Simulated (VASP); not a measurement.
# WS2 (P6_3/mmc) in VASP: notebook

Runs on WS2. Level: r2SCAN. Tasks: single point.

Everything below comes from runs of VASP 6.6.1. Logs are shortened: lines on timing, memory, paths and dates and some standing lists are left out, and cuts for length are marked.

## Step 1: The cell of the first run

The structure is hexagonal, space group P6_3/mmc (No. 194). Conventional cell: a = 3.309 Å, b = 3.309 Å, c = 12.856 Å, α = 90.00°, β = 90.00°, γ = 120.00°. Within 3.4 Å of W (site symmetry -6m2) lie 6 S at 2.44 Å and 6 W at 3.31 Å. Within 3.4 Å of S (site symmetry 3m) lie 3 W at 2.44 Å and 7 S at 3.04 to 3.31 Å.

## Step 2: Single point, r2SCAN (biaxial strain in the a-b plane: +4.0 %, then relaxed in part)

Contents of POSCAR:

```
WS2
1.0
    3.3088836719      0.0000000000      0.0000000000
   -1.6544418359      2.8655773180      0.0000000000
    0.0000000000      0.0000000000     12.8556368452
W S
2 4
Direct
    0.3333333333      0.6666666667      0.2500000000
    0.6666666667      0.3333333333      0.7500000000
    0.3333333333      0.6666666667      0.6318318086
    0.6666666667      0.3333333333      0.1318318086
    0.3333333333      0.6666666667      0.8681681914
    0.6666666667      0.3333333333      0.3681681914
```

Contents of INCAR.step1:

```
ALGO     = Normal         # electronic algorithm
EDIFF    = 1E-4           # SCF threshold, eV
ENCUT    = 520            # plane-wave cutoff, eV
GGA      = PE             # functional
ISMEAR   = 0              # smearing method
LASPH    = True           # aspherical terms in the spheres
LCHARG   = False          # write CHGCAR
LREAL    = False          # projectors in reciprocal space
LWAVE    = True           # write WAVECAR
NBANDS   = 35             # bands
NELM     = 100            # most SCF steps
PREC     = Accurate       # precision mode
SIGMA    = 0.02           # smearing width, eV
```

Contents of INCAR.step2:

```
ALGO     = Normal         # electronic algorithm
EDIFF    = 1E-6           # SCF threshold, eV
ENCUT    = 520            # plane-wave cutoff, eV
ISIF     = 2              # what is computed and relaxed
ISMEAR   = 0              # smearing method
ISTART   = 1            
LASPH    = True           # aspherical terms in the spheres
LCHARG   = False          # write CHGCAR
LMIXTAU  = True         
LREAL    = False          # projectors in reciprocal space
LWAVE    = False          # write WAVECAR
METAGGA  = R2SCAN         # meta-GGA
NBANDS   = 35             # bands
NELM     = 100            # most SCF steps
PREC     = Accurate       # precision mode
SIGMA    = 0.02           # smearing width, eV
```

Contents of KPOINTS:

```
k-points
0
Gamma
  12 12 2
```

Potentials or basis: VASP PAW PBE potentials, release 64 (W_sv, S).

On the command line:

```console
cat potpaw_PBE.64/W_sv/POTCAR potpaw_PBE.64/S/POTCAR > POTCAR
cp INCAR.step1 INCAR
mpirun -np 1 vasp_std > vasp.out
cp INCAR.step2 INCAR
mpirun -np 1 vasp_std > vasp.out
```

OUTCAR:

```text
EDIFF = 1E-6
   ENCUT = 520
   ISIF = 2
   ISMEAR = 0
   ISTART = 1
   LASPH = True
   LREAL = False
   METAGGA = R2SCAN
   NELM = 100
   PREC = Accurate

 ion  position               nearest neighbor table
   1  0.333  0.667  0.250-   4 2.44   6 2.44   4 2.44   6 2.44   4 2.44   6 2.44
   2  0.667  0.333  0.750-   3 2.44   5 2.44   3 2.44   5 2.44   3 2.44   5 2.44
   3  0.333  0.667  0.632-   2 2.44   2 2.44   2 2.44
   4  0.667  0.333  0.132-   1 2.44   1 2.44   1 2.44
   5  0.333  0.667  0.868-   2 2.44   2 2.44   2 2.44
   6  0.667  0.333  0.368-   1 2.44   1 2.44   1 2.44

  LATTYP: Found a hexagonal cell.
 ALAT       =     3.3088836719
 C/A-ratio  =     3.8851885167

  Lattice vectors:

 A1 = (   3.3088836719,   0.0000000000,   0.0000000000)
 A2 = (  -1.6544418359,   2.8655773180,   0.0000000000)
 A3 = (   0.0000000000,   0.0000000000,  12.8556368452)

Analysis of symmetry for initial positions (statically):
=====================================================================
 Subroutine PRICEL returns:
 Original cell was already a primitive cell.

 Routine SETGRP: Setting up the symmetry group for a
 hexagonal supercell.

 Subroutine GETGRP returns: Found 24 space group operations
 (whereof 12 operations were pure point group operations)
 out of a pool of 24 trial point group operations.

The static configuration has the point symmetry D_3d.
 The point group associated with its full space group is D_6h.

Analysis of symmetry for dynamics (positions and initial velocities):
=====================================================================
 Subroutine PRICEL returns:
 Original cell was already a primitive cell.

 Routine SETGRP: Setting up the symmetry group for a
 hexagonal supercell.

 Subroutine GETGRP returns: Found 24 space group operations
 (whereof 12 operations were pure point group operations)
 out of a pool of 24 trial point group operations.

The dynamic configuration has the point symmetry D_3d.
 The point group associated with its full space group is D_6h.

 Subroutine INISYM returns: Found 24 space group operations
 (whereof 12 operations are pure point group operations),
 and found     1 'primitive' translations

[... 95 lines left out ...]
   ICHARG =      0    charge: 1-file 2-atom 10-const
   ISPIN  =      1    spin polarized calculation?
   LNONCOLLINEAR =      F non collinear calculations
   LSORBIT =      F    spin-orbit coupling
   LASPH  =      T    aspherical Exc in radial PAW
   ENCUT  =  520.0 eV  38.22 Ry    6.18 a.u.   6.15  6.15 23.90*2*pi/ulx,y,z
   NELM   =    100;   NELMIN=  2; NELMDL=  0     # of ELM steps
   EDIFF  = 0.1E-05   stopping-criterion for ELM
   LREAL  =      F    real-space projection
[... 7 lines left out ...]
   TEBEG  =    0.0;   TEEND  =   0.0 temperature during run
   PSTRESS=    0.0 pullay stress
   NELECT =      52.0000    total number of electrons
   NUPDOWN=      -1.0000    fix difference up-down
   EMIN   =  10.00;   EMAX   =-10.00  energy-range for DOS
   EFERMI =   0.00;   METHOD = LEGACY
   ISMEAR =     0;   SIGMA  =   0.02  broadening in eV -4-tet -1-fermi 0-gaus
   EFERMI_NEDOS =   21; number of points for ismear=-14 and -15
   IALGO  =     38    algorithm
   IMIX   =      4    mixing-type and parameters
     AMIX     =   0.40;   BMIX     =  1.00
     AMIX_MAG =   1.60;   BMIX_MAG =  1.00
  volume/ion in A,a.u.               =      20.32       137.10
  Fermi-wavevector in a.u.,A,eV,Ry     =   1.232386  2.328872 20.664203  1.518776
  Thomas-Fermi vector in A             =   2.367158
   LORBIT       =      0    0 simple, 1 ext, 2 COOP (PROOUT), +10 PAW based schemes
   METAGGA = R2SCAN    functional components
   LHFCALC =     F    Hartree Fock is set to
   AEXX    =    0.0000 exact exchange contribution
   IVDW    =     0    specifies the selected vdW correction
   LEPSILON=     F    determine dielectric tensor
   LRPA    =     F    only Hartree local field effects (RPA)
 non-spin polarized calculation
 Gauss-broadening in eV      SIGMA  =   0.02
  energy-cutoff  :      520.00
  volume of cell :      121.90
 maximum number of plane-waves:      3318
 NGX is ok and might be reduce to    28
   NGX = 13   NGY = 13   NGZ = 47

 number of electron      51.9999994 magnetization

 Free energy of the ion-electron system (eV)
  ---------------------------------------------------
  ext. energy  EPLUGINS =         0.00000000
  ---------------------------------------------------
  free energy    TOTEN  =      -139.86652598 eV

  energy without entropy =     -139.86652598  energy(sigma->0) =     -139.86652598

 E-fermi :   6.0881     XC(G=0): -10.8043

 val. band max:        5.9420445471   @ k =   0.0000   0.0000   0.0000
 cond. band min:       6.4799708146   @ k =   0.3333   0.3333   0.0000
 fundamental gap:      0.5379262675
 Fermi energy:         6.0881009324

 k-point     1 :       0.0000    0.0000    0.0000
  band No.  band energies     occupation
      1     -71.0220      2.00000
      2     -71.0220      2.00000
      3     -34.5183      2.00000
      4     -34.5183      2.00000
      5     -34.4900      2.00000
      6     -34.4900      2.00000
[... 901 lines left out ...]
     34       9.5600      0.00000
     35      11.9729      0.00000

 [... further k-points ...]

------------------------ aborting loop because EDIFF is reached ----------------------------------------

  FORCE on cell =-STRESS in cart. coord.  units (eV):
  Direction    XX          YY          ZZ          XY          YZ          ZX
  --------------------------------------------------------------------------------------
  -------------------------------------------------------------------------------------
  Total       -7.6644523     -7.6644523      0.0435879     -0.0000000      0.0000000      0.0000000
  in kB     -100.7405882   -100.7405882      0.5729138     -0.0000000      0.0000000      0.0000000
  external PRESSURE =     -66.9694208 kB  Pullay stress =       0.0000000 kB

 VOLUME and BASIS-vectors are now :
 -----------------------------------------------------------------------------
  energy-cutoff  :      520.00
  volume of cell :      121.90
      direct lattice vectors                 reciprocal lattice vectors
     3.308883672  0.000000000  0.000000000     0.302216729  0.174484910  0.000000000
    -1.654441836  2.865577318  0.000000000     0.000000000  0.348969820  0.000000000
     0.000000000  0.000000000 12.855636845     0.000000000  0.000000000  0.077786889

 POSITION                                       TOTAL-FORCE (eV/Angst)
 -----------------------------------------------------------------------------------
     -0.00000      1.91038      3.21391        -0.000000      0.000000      0.000000
      1.65444      0.95519      9.64173         0.000000     -0.000000      0.000000
     -0.00000      1.91038      8.12260         0.000000     -0.000000     -0.014521
      1.65444      0.95519      1.69478        -0.000000      0.000000     -0.014521
     -0.00000      1.91038     11.16085         0.000000     -0.000000      0.014521
      1.65444      0.95519      4.73304        -0.000000      0.000000      0.014521
 -----------------------------------------------------------------------------------
    total drift:                               -0.000000      0.000000     -0.000000

  FREE ENERGIE OF THE ION-ELECTRON SYSTEM (eV)
  ---------------------------------------------------
  free  energy   TOTEN  =      -139.8665259779 eV

  energy  without entropy=     -139.8665259779  energy(sigma->0) =     -139.86652598
```

OUTCAR.step1:

```text
EDIFF = 1E-4
   ENCUT = 520
   GGA = PE
   ISMEAR = 0
[... 1152 lines left out ...]
     -0.00000      1.91038      8.12260         0.000000      0.000000     -0.182694
      1.65444      0.95519      1.69478        -0.000000     -0.000000     -0.182694
     -0.00000      1.91038     11.16085        -0.000000      0.000000      0.182694
      1.65444      0.95519      4.73304         0.000000     -0.000000      0.182694
 -----------------------------------------------------------------------------------
    total drift:                               -0.000000      0.000000     -0.000000

  FREE ENERGIE OF THE ION-ELECTRON SYSTEM (eV)
  ---------------------------------------------------
  free  energy   TOTEN  =       -47.0741494683 eV

  energy  without entropy=      -47.0741494683  energy(sigma->0) =      -47.07414947
```

Wall time 14 min (1 thread of Intel Xeon 8259CL, shared host); peak memory 0.37 GiB.

Results:

* Free energy: -139.8665 eV
* Pressure: -6.7 GPa
* Largest force: 0.015 eV/Å
* Band gap on the k mesh: 0.54 eV (least direct gap 1.42 eV)

Forces on the atoms (eV/Å):
```
W    0.000  0.000  0.000
W    0.000  0.000  0.000
S    0.000  0.000 -0.015
S    0.000  0.000 -0.015
S    0.000  0.000  0.015
S    0.000  0.000  0.015
```

Levels at points of the mesh, in eV from the valence-band top:
```
           k point  band 23  band 24  band 25  band 26  band 27  band 28  band 29  band 30
(0.00, 0.00, 0.00)    -2.88    -1.72    -0.73     0.00     1.95     1.95     1.95     1.95
(0.50, 0.00, 0.00)    -2.65    -2.56    -1.75    -1.61     1.63     1.66     2.04     2.08
(0.00, 0.00, 0.50)    -2.62    -2.62    -0.23    -0.23     1.95     1.95     1.95     1.95
(0.50, 0.00, 0.50)    -2.61    -2.61    -1.67    -1.67     1.64     1.64     2.06     2.06
```

Caveat: the cell differs from its parent crystal (biaxial strain in the a-b plane: +4.0 %, then relaxed in part); the stress differs along the axes, from -10 to 0 GPa; the PAW data sets were made with another functional, which shifts forces and pressure a little; spin-orbit coupling is left out, which moves the levels of the heavy elements.

## Step 3: Single point, r2SCAN

POSCAR is that of step 2.

Contents of INCAR.step1:

```
SYSTEM = WS2
PREC = Accurate
ENCUT = 520
ISMEAR = 0
SIGMA = 0.02
LREAL = .False.
LASPH = .True.
NELM = 80
NBANDS = 35
GGA = PE
ALGO = Normal
EDIFF = 1E-4
LWAVE = .True.
LCHARG = .False.
```

Contents of INCAR.step2:

```
SYSTEM = WS2
PREC = Accurate
ENCUT = 520
EDIFF = 1E-7
ISMEAR = 0
SIGMA = 0.02
LREAL = .False.
LASPH = .True.
NELM = 80
ALGO = Normal
ISIF = 2
LWAVE = .False.
LCHARG = .False.
METAGGA = R2SCAN
LMIXTAU = .True.
NBANDS = 35
ISTART = 1
```

Contents of KPOINTS:

```
Automatic mesh
0
Gamma
  12 12 2
  0 0 0
```

Potentials or basis: VASP PAW PBE potentials, release 64 (W_sv, S).

On the command line:

```console
cat potpaw_PBE.64/W_sv/POTCAR potpaw_PBE.64/S/POTCAR > POTCAR
cp INCAR.step1 INCAR
mpirun -np 1 vasp_std > vasp.out
cp INCAR.step2 INCAR
mpirun -np 1 vasp_std > vasp.out
```

It took 16 min on 1 thread of Intel Xeon 8259CL, shared host; peak memory 0.37 GiB.

It converged, with:

```yaml
Free_energy: -139.8665 eV
Pressure: -6.7 GPa
Largest_force: 0.015 eV/Å
Band_gap_on_the_k_mesh: 0.54 eV (least direct gap 1.42 eV)
```

Forces on the atoms (eV/Å):
```
W    0.000  0.000  0.000
W    0.000  0.000  0.000
S    0.000  0.000 -0.015
S    0.000  0.000 -0.015
S    0.000  0.000  0.015
S    0.000  0.000  0.015
```

Stress tensor (GPa, compression positive):
```
-10.07   0.00   0.00
  0.00 -10.07   0.00
  0.00   0.00   0.06
```

Levels at points of the mesh, in eV from the valence-band top:
| k point | band 22 | band 23 | band 24 | band 25 | band 26 | band 27 | band 28 | band 29 | band 30 | band 31 |
| --- | --- | --- | --- | --- | --- | --- | --- | --- | --- | --- |
| (0.00, 0.00, 0.00) | -2.88 | -2.88 | -1.72 | -0.73 | 0.00 | 1.95 | 1.95 | 1.95 | 1.95 | 2.19 |
| (0.50, 0.00, 0.00) | -2.69 | -2.65 | -2.56 | -1.75 | -1.61 | 1.63 | 1.66 | 2.04 | 2.08 | 3.17 |
| (0.00, 0.00, 0.50) | -2.89 | -2.62 | -2.62 | -0.23 | -0.23 | 1.95 | 1.95 | 1.95 | 1.95 | 2.24 |
| (0.50, 0.00, 0.50) | -2.74 | -2.61 | -2.61 | -1.67 | -1.67 | 1.64 | 1.64 | 2.06 | 2.06 | 3.41 |

Caveat: the stress differs along the axes, from -10 to 0 GPa; the PAW data sets were made with another functional, which shifts forces and pressure a little; spin-orbit coupling is left out, which moves the levels of the heavy elements. A k mesh can miss the band edges.
